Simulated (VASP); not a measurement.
# NaCl (Pm-3m) in VASP: further runs

Runs on NaCl. Level: PBEsol. Tasks: electric field gradients.

Program: VASP 6.6.1. These are calculated values, not measurements. Logs are shortened: lines on timing, memory, paths and dates and some standing lists are left out, and cuts for length are marked.

## 1. The cell of the first run

It takes space group Pm-3m (No. 221, cubic). The conventional cell has a = 2.821 Å, b = 2.821 Å, c = 2.821 Å, α = 90.00°, β = 90.00°, γ = 90.00°. Na (site symmetry m-3m) has 8 Cl at 2.44 Å and 6 Na at 2.82 Å within 3.2 Å. Within 3.2 Å of Cl (site symmetry m-3m) lie 8 Na at 2.44 Å and 6 Cl at 2.82 Å.

## 2. Electric field gradients, PBEsol (volume scaled by 0.96)

INCAR reads:

```
PREC     = Accurate       # precision mode
ENCUT    = 520            # plane-wave cutoff, eV
EDIFF    = 1E-8           # SCF threshold, eV
ISMEAR   = -1             # smearing method
SIGMA    = 0.03           # smearing width, eV
LREAL    = False          # projectors in reciprocal space
LASPH    = True           # aspherical terms in the spheres
NELM     = 100            # most SCF steps
ALGO     = Normal         # electronic algorithm
ISIF     = 2              # what is computed and relaxed
LWAVE    = False          # write WAVECAR
LCHARG   = False          # write CHGCAR
GGA      = PS             # functional
LEFG     = True         
NBANDS   = 14             # bands
```

KPOINTS reads:

```
regular mesh
0
Gamma
  9 9 9
```

POSCAR reads:

```
NaCl
1.0
    2.8213466130      0.0000000000      0.0000000000
    0.0000000000      2.8213466130      0.0000000000
    0.0000000000      0.0000000000      2.8213466130
Na Cl
1 1
Direct
    0.0000000000      0.0000000000      0.0000000000
    0.5000000000      0.5000000000      0.5000000000
```

Potentials or basis: VASP PAW PBE potentials, release 64 (Na_pv, Cl).

The run is started by

```bash
> cat potpaw_PBE.64/Na_pv/POTCAR potpaw_PBE.64/Cl/POTCAR > POTCAR
> mpirun -np 1 vasp_std > vasp.out
```

OUTCAR:

```text
PREC = Accurate
   ENCUT = 520
   EDIFF = 1E-8
   ISMEAR = -1
   LREAL = False
   LASPH = True
   NELM = 100
   ISIF = 2
   GGA = PS

 ion  position               nearest neighbor table
   1  0.000  0.000  0.000-   2 2.44   2 2.44   2 2.44   2 2.44   2 2.44   2 2.44   2 2.44   2 2.44

   2  0.500  0.500  0.500-   1 2.44   1 2.44   1 2.44   1 2.44   1 2.44   1 2.44   1 2.44   1 2.44

  LATTYP: Found a simple cubic cell.
 ALAT       =     2.8213466130

  Lattice vectors:

 A1 = (   2.8213466130,   0.0000000000,   0.0000000000)
 A2 = (   0.0000000000,   2.8213466130,   0.0000000000)
 A3 = (   0.0000000000,   0.0000000000,   2.8213466130)

Analysis of symmetry for initial positions (statically):
=====================================================================
 Subroutine PRICEL returns:
 Original cell was already a primitive cell.

 Routine SETGRP: Setting up the symmetry group for a
 simple cubic supercell.

 Subroutine GETGRP returns: Found 48 space group operations
 (whereof 48 operations were pure point group operations)
 out of a pool of 48 trial point group operations.

The static configuration has the point symmetry O_h .

Analysis of symmetry for dynamics (positions and initial velocities):
=====================================================================
 Subroutine PRICEL returns:
 Original cell was already a primitive cell.

 Routine SETGRP: Setting up the symmetry group for a
 simple cubic supercell.

 Subroutine GETGRP returns: Found 48 space group operations
 (whereof 48 operations were pure point group operations)
 out of a pool of 48 trial point group operations.

The dynamic configuration has the point symmetry O_h .

 Subroutine INISYM returns: Found 48 space group operations
 (whereof 48 operations are pure point group operations),
 and found     1 'primitive' translations

----------------------------------------------------------------------------------------

                                     Primitive cell

  volume of cell :      22.4579

  direct lattice vectors                    reciprocal lattice vectors
     2.821346613  0.000000000  0.000000000     0.354440676  0.000000000  0.000000000
     0.000000000  2.821346613  0.000000000     0.000000000  0.354440676  0.000000000
     0.000000000  0.000000000  2.821346613     0.000000000  0.000000000  0.354440676

  length of vectors
     2.821346613  2.821346613  2.821346613     0.354440676  0.354440676  0.354440676

  position of ions in fractional coordinates (direct lattice)
     0.000000000  0.000000000  0.000000000
     0.500000000  0.500000000  0.500000000

  ion indices of the primitive-cell ions
   primitive index   ion index
                 1           1
                 2           2

----------------------------------------------------------------------------------------

 KPOINTS: regular mesh

Automatic generation of k-mesh.
 Grid dimensions read from file:
 generate k-points for:    9    9    9

 Generating k-lattice:

  Cartesian coordinates                     Fractional coordinates (reciprocal lattice)
     0.039382297  0.000000000  0.000000000     0.111111111  0.000000000  0.000000000
     0.000000000  0.039382297  0.000000000     0.000000000  0.111111111  0.000000000
     0.000000000  0.000000000  0.039382297     0.000000000  0.000000000  0.111111111

  Length of vectors
     0.039382297  0.039382297  0.039382297

  Shift w.r.t. Gamma in fractional coordinates (k-lattice)
     0.000000000  0.000000000  0.000000000

 Subroutine IBZKPT returns following result:
 ===========================================

 Found     35 irreducible k-points:

 Following reciprocal coordinates:
            Coordinates               Weight
  0.000000  0.000000  0.000000      1.000000
  0.111111  0.000000  0.000000      6.000000
  0.222222  0.000000  0.000000      6.000000
  0.333333  0.000000  0.000000      6.000000
  0.444444  0.000000  0.000000      6.000000
  0.111111  0.111111  0.000000     12.000000
[... 16 lines left out ...]
  0.333333  0.333333  0.111111     24.000000
  0.444444  0.333333  0.111111     48.000000
 [... further k-points ...]
   k-points           NKPTS =     35   k-points in BZ     NKDIM =     35   number of bands    NBANDS=     14
   number of dos      NEDOS =    301   number of ions     NIONS =      2
   total plane-waves  NPLWV =  13824
   dimension x,y,z NGX =    24 NGY =   24 NGZ =   24
   dimension x,y,z NGXF=    48 NGYF=   48 NGZF=   48
   ions per type =               1   1
   NGX,Y,Z   is equivalent  to a cutoff of  14.14, 14.14, 14.14 a.u.
   NGXF,Y,Z  is equivalent  to a cutoff of  28.28, 28.28, 28.28 a.u.
 SYSTEM =  unknown system
   PREC   = accura    normal or accurate (medium, high low for compatibility)
   ISTART =      0    job   : 0-new  1-cont  2-samecut
   ICHARG =      2    charge: 1-file 2-atom 10-const
   ISPIN  =      1    spin polarized calculation?
   LNONCOLLINEAR =      F non collinear calculations
   LSORBIT =      F    spin-orbit coupling
   LASPH  =      T    aspherical Exc in radial PAW
   ENCUT  =  520.0 eV  38.22 Ry    6.18 a.u.   5.25  5.25  5.25*2*pi/ulx,y,z
   NELM   =    100;   NELMIN=  2; NELMDL= -5     # of ELM steps
   EDIFF  = 0.1E-07   stopping-criterion for ELM
   LREAL  =      F    real-space projection
   EDIFFG = 0.1E-06   stopping-criterion for IOM
   NSW    =      0    number of steps for IOM
   IBRION =     -1    ionic relax: 0-MD 1-quasi-New 2-CG
   NFREE  =      0    steps in history (QN), initial steepest desc. (CG)
   ISIF   =      2    stress and relaxation
   ISYM   =      2    0-nonsym 1-usesym 2-fastsym
   POTIM  = 0.5000    time-step for ionic-motion
   TEBEG  =    0.0;   TEEND  =   0.0 temperature during run
   PSTRESS=    0.0 pullay stress
   NELECT =      14.0000    total number of electrons
   NUPDOWN=      -1.0000    fix difference up-down
   EMIN   =  10.00;   EMAX   =-10.00  energy-range for DOS
   EFERMI =   0.00;   METHOD = LEGACY
   ISMEAR =    -1;   SIGMA  =   0.03  broadening in eV -4-tet -1-fermi 0-gaus
   EFERMI_NEDOS =   21; number of points for ismear=-14 and -15
   IALGO  =     38    algorithm
   IMIX   =      4    mixing-type and parameters
     AMIX     =   0.40;   BMIX     =  1.00
     AMIX_MAG =   1.60;   BMIX_MAG =  1.00
  volume/ion in A,a.u.               =      11.23        75.78
  Fermi-wavevector in a.u.,A,eV,Ry     =   1.398495  2.642773 26.610133  1.955790
  Thomas-Fermi vector in A             =   2.521648
   LORBIT       =      0    0 simple, 1 ext, 2 COOP (PROOUT), +10 PAW based schemes
   GGA     = PS    functional components
   LHFCALC =     F    Hartree Fock is set to
   AEXX    =    0.0000 exact exchange contribution
   IVDW    =     0    specifies the selected vdW correction
   LEPSILON=     F    determine dielectric tensor
   LRPA    =     F    only Hartree local field effects (RPA)
 non-spin polarized calculation
  energy-cutoff  :      520.00
  volume of cell :       22.46
 maximum number of plane-waves:       619
 NGX is ok and might be reduce to    24
   NGX = 11   NGY = 11   NGZ = 11

 number of electron      13.9999995 magnetization

 Free energy of the ion-electron system (eV)
  ---------------------------------------------------
  ext. energy  EPLUGINS =         0.00000000
  ---------------------------------------------------
  free energy    TOTEN  =        -4.39842052 eV

  energy without entropy =       -4.39842052  energy(sigma->0) =       -4.39842052

 E-fermi :   8.0700     XC(G=0): -11.7811

 val. band max:        7.3249824522   @ k =   0.4444   0.4444   0.0000
 cond. band min:      11.7228668457   @ k =   0.4444   0.4444   0.0000
 fundamental gap:      4.3978843935
 Fermi energy:         8.0699800264

 k-point     1 :       0.0000    0.0000    0.0000
  band No.  band energies     occupation
      1     -15.3659      2.00000
      2     -15.3659      2.00000
      3     -15.3659      2.00000
      4     -10.0037      2.00000
      5       6.0290      2.00000
      6       6.0290      2.00000
      7       6.0290      2.00000
      8      13.6362      0.00000
      9      13.6362      0.00000
     10      14.9458      0.00000
     11      25.3273      0.00000
     12      25.3273      0.00000
     13      25.3273      0.00000
     14      30.2273      0.00000

 k-point     2 :       0.1111    0.0000    0.0000
  band No.  band energies     occupation
      1     -15.4343      2.00000
      2     -15.3608      2.00000
      3     -15.3608      2.00000
      4      -9.8195      2.00000
      5       4.9955      2.00000
      6       6.0821      2.00000
      7       6.0821      2.00000
      8      13.8381      0.00000
      9      14.3692      0.00000
     10      15.7637      0.00000
     11      24.2531      0.00000
     12      24.2531      0.00000
     13      25.4732      0.00000
     14      28.8532      0.00000

 k-point     3 :       0.2222    0.0000    0.0000
  band No.  band energies     occupation
      1     -15.5978      2.00000
      2     -15.3481      2.00000
      3     -15.3481      2.00000
      4      -9.3271      2.00000
      5       3.0362      2.00000
      6       6.2218      2.00000
      7       6.2218      2.00000
      8      14.4267      0.00000
      9      15.1493      0.00000
     10      18.3209      0.00000
     11      22.4412      0.00000
     12      22.4412      0.00000
     13      25.7080      0.00000
     14      25.8783      0.00000
[... 324 lines left out ...]
 k-point    23 :       0.3333    0.3333    0.1111
  band No.  band energies     occupation
      1     -15.6544      2.00000
      2     -15.5832      2.00000
      3     -15.3443      2.00000
      4      -7.8189      2.00000
      5       2.2239      2.00000
      6       2.4503      2.00000
      7       6.1194      2.00000
      8      14.0903      0.00000
      9      17.8019      0.00000
     10      18.9892      0.00000
     11      19.6830      0.00000
     12      23.1163      0.00000
     13      24.2302      0.00000
     14      28.2027      0.00000

 k-point    24 :       0.4444    0.3333    0.1111
  band No.  band energies     occupation
      1     -15.7006      2.00000
      2     -15.5793      2.00000
      3     -15.3348      2.00000
      4      -7.5369      2.00000
      5       1.4034      2.00000
      6       2.6796      2.00000
      7       6.3215      2.00000
      8      13.0412      0.00000
      9      18.1115      0.00000
     10      18.5363      0.00000
     11      19.5988      0.00000
     12      23.8406      0.00000
     13      24.8181      0.00000
     14      28.7420      0.00000

 [... further k-points ...]
[... 5 lines left out ...]
  --------------------------------------------------------------------------------------
  -------------------------------------------------------------------------------------
  Total        9.9271083      9.9271083      9.9271083      0.0000000     -0.0000000      0.0000000
  in kB      708.2131902    708.2131902    708.2131902      0.0000000     -0.0000000      0.0000000
  external PRESSURE =     708.2131902 kB  Pullay stress =       0.0000000 kB

 VOLUME and BASIS-vectors are now :
 -----------------------------------------------------------------------------
  energy-cutoff  :      520.00
  volume of cell :       22.46
      direct lattice vectors                 reciprocal lattice vectors
     2.821346613  0.000000000  0.000000000     0.354440676  0.000000000  0.000000000
     0.000000000  2.821346613  0.000000000     0.000000000  0.354440676  0.000000000
     0.000000000  0.000000000  2.821346613     0.000000000  0.000000000  0.354440676

 POSITION                                       TOTAL-FORCE (eV/Angst)
 -----------------------------------------------------------------------------------
      0.00000      0.00000      0.00000         0.000000      0.000000      0.000000
      1.41067      1.41067      1.41067         0.000000      0.000000      0.000000
 -----------------------------------------------------------------------------------
    total drift:                                0.000000     -0.000000     -0.000000

  FREE ENERGIE OF THE ION-ELECTRON SYSTEM (eV)
  ---------------------------------------------------
  free  energy   TOTEN  =        -4.3984205220 eV

  energy  without entropy=       -4.3984205220  energy(sigma->0) =       -4.39842052

 Electric field gradients (V/A^2)
---------------------------------------------------------------------
 ion       V_xx      V_yy      V_zz      V_xy      V_xz      V_yz
---------------------------------------------------------------------
   1      -0.000    -0.000     0.000     0.000    -0.000     0.000
   2       0.000    -0.000     0.000    -0.000    -0.000    -0.000
---------------------------------------------------------------------

 Electric field gradients after diagonalization (V/A^2)
 (convention: |V_zz| > |V_xx| > |V_yy|)
----------------------------------------------------------------------
 ion       V_xx      V_yy      V_zz     asymmetry (V_yy - V_xx)/ V_zz
----------------------------------------------------------------------
   1      -0.000    -0.000     0.000       0.100
   2      -0.000     0.000     0.000       0.963
----------------------------------------------------------------------

           NMR quadrupolar parameters

 Cq : quadrupolar parameter    Cq=e*Q*V_zz/h
 eta: asymmetry parameters     (V_yy - V_xx)/ V_zz
 Q  : nuclear electric quadrupole moment in mb (millibarn)
----------------------------------------------------------------------
 ion       Cq(MHz)       eta       Q (mb)
----------------------------------------------------------------------
   1       0.000       0.100       1.000
   2       0.000       0.963       1.000
----------------------------------------------------------------------
```

It took 4.2 s on 1 thread of Intel Xeon 6975P-C (Granite Rapids), shared host; peak memory 0.13 GiB.

What came out:

* Free energy: -4.3984 eV
* Pressure: 70.8 GPa
* Band gap on the k mesh: 4.40 eV, direct

Levels at points of the mesh, in eV from the valence-band top:
| k point | band 3 | band 4 | band 5 | band 6 | band 7 | band 8 | band 9 | band 10 | band 11 | band 12 |
| --- | --- | --- | --- | --- | --- | --- | --- | --- | --- | --- |
| (0.00, 0.00, 0.00) | -22.69 | -17.33 | -1.30 | -1.30 | -1.30 | 6.31 | 6.31 | 7.62 | 18.00 | 18.00 |

Caveat: without QUAD_EFG the Cq values of the log hold for a quadrupole moment of 1 mb, not for the nuclei; the PAW data sets were made with another functional, which shifts forces and pressure a little. A k mesh can miss the band edges.

## 3. Electric field gradients, PBEsol (volume scaled by 0.96)

INCAR reads:

```
SYSTEM = NaCl
PREC = Accurate
ENCUT = 520
EDIFF = 1E-8
ISMEAR = -1
SIGMA = 0.03
LREAL = .False.
LASPH = .True.
NELM = 80
ALGO = Normal
ISIF = 2
LWAVE = .False.
LCHARG = .False.
GGA = PS
LEFG = .True.
NBANDS = 14
```

KPOINTS reads:

```
regular mesh
0
Gamma
  9 9 9
  0 0 0
```

POSCAR is that of step 2.

Potentials or basis: VASP PAW PBE potentials, release 64 (Na_pv, Cl).

The run is started by

```bash
> cat potpaw_PBE.64/Na_pv/POTCAR potpaw_PBE.64/Cl/POTCAR > POTCAR
> mpirun -np 1 vasp_std > vasp.out
```

OUTCAR:

```text
SYSTEM = NaCl
   PREC = Accurate
   ENCUT = 520
   EDIFF = 1E-8
   ISMEAR = -1
   LREAL = .False.
   LASPH = .True.
   NELM = 80
   ISIF = 2
   GGA = PS

 ion  position               nearest neighbor table
   1  0.000  0.000  0.000-   2 2.44   2 2.44   2 2.44   2 2.44   2 2.44   2 2.44   2 2.44   2 2.44

   2  0.500  0.500  0.500-   1 2.44   1 2.44   1 2.44   1 2.44   1 2.44   1 2.44   1 2.44   1 2.44

  LATTYP: Found a simple cubic cell.
 ALAT       =     2.8213466130

  Lattice vectors:

 A1 = (   2.8213466130,   0.0000000000,   0.0000000000)
 A2 = (   0.0000000000,   2.8213466130,   0.0000000000)
 A3 = (   0.0000000000,   0.0000000000,   2.8213466130)

Analysis of symmetry for initial positions (statically):
=====================================================================
 Subroutine PRICEL returns:
 Original cell was already a primitive cell.

 Routine SETGRP: Setting up the symmetry group for a
 simple cubic supercell.

 Subroutine GETGRP returns: Found 48 space group operations
[... 597 lines left out ...]
     2.821346613  0.000000000  0.000000000     0.354440676  0.000000000  0.000000000
     0.000000000  2.821346613  0.000000000     0.000000000  0.354440676  0.000000000
     0.000000000  0.000000000  2.821346613     0.000000000  0.000000000  0.354440676

 POSITION                                       TOTAL-FORCE (eV/Angst)
 -----------------------------------------------------------------------------------
      0.00000      0.00000      0.00000         0.000000      0.000000      0.000000
      1.41067      1.41067      1.41067         0.000000      0.000000      0.000000
 -----------------------------------------------------------------------------------
    total drift:                                0.000000     -0.000000     -0.000000

  FREE ENERGIE OF THE ION-ELECTRON SYSTEM (eV)
  ---------------------------------------------------
  free  energy   TOTEN  =        -4.3984205220 eV

  energy  without entropy=       -4.3984205220  energy(sigma->0) =       -4.39842052

 Electric field gradients (V/A^2)
---------------------------------------------------------------------
 ion       V_xx      V_yy      V_zz      V_xy      V_xz      V_yz
---------------------------------------------------------------------
   1      -0.000    -0.000     0.000     0.000    -0.000     0.000
   2       0.000    -0.000     0.000    -0.000    -0.000    -0.000
---------------------------------------------------------------------

 Electric field gradients after diagonalization (V/A^2)
 (convention: |V_zz| > |V_xx| > |V_yy|)
----------------------------------------------------------------------
 ion       V_xx      V_yy      V_zz     asymmetry (V_yy - V_xx)/ V_zz
----------------------------------------------------------------------
   1      -0.000    -0.000     0.000       0.100
   2      -0.000     0.000     0.000       0.963
----------------------------------------------------------------------

           NMR quadrupolar parameters

 Cq : quadrupolar parameter    Cq=e*Q*V_zz/h
 eta: asymmetry parameters     (V_yy - V_xx)/ V_zz
 Q  : nuclear electric quadrupole moment in mb (millibarn)
----------------------------------------------------------------------
 ion       Cq(MHz)       eta       Q (mb)
----------------------------------------------------------------------
   1       0.000       0.100       1.000
   2       0.000       0.963       1.000
----------------------------------------------------------------------
```

stdout:

```text
POSCAR found type information on POSCAR NaCl
 POSCAR found :  2 types and       2 ions
 scaLAPACK will be used
 -----------------------------------------------------------------------------
|                                                                             |
|                                                                             |
|     You enforced a specific xc type in the INCAR file but a different       |
|     I HOPE YOU KNOW WHAT YOU ARE DOING!                                     |
|                                                                             |
 -----------------------------------------------------------------------------

 LDA part: xc-table for (Slater+PW92), standard interpolation
 POSCAR, INCAR and KPOINTS ok, starting setup
 FFT: planning ... GRIDC
 FFT: planning ... GRID_SOFT
 FFT: planning ... GRID
 WAVECAR not read
 entering main loop
ion   1

ion   2
```

It took 4.1 s on 1 thread of Intel Xeon 6975P-C (Granite Rapids), shared host; peak memory 0.14 GiB.

What came out:

```yaml
Free_energy: -4.3984 eV
Pressure: 70.8 GPa
Band_gap_on_the_k_mesh: 4.40 eV, direct
```

Caveat: without QUAD_EFG the Cq values of the log hold for a quadrupole moment of 1 mb, not for the nuclei; the PAW data sets were made with another functional, which shifts forces and pressure a little.

[end of part 1 of 2]
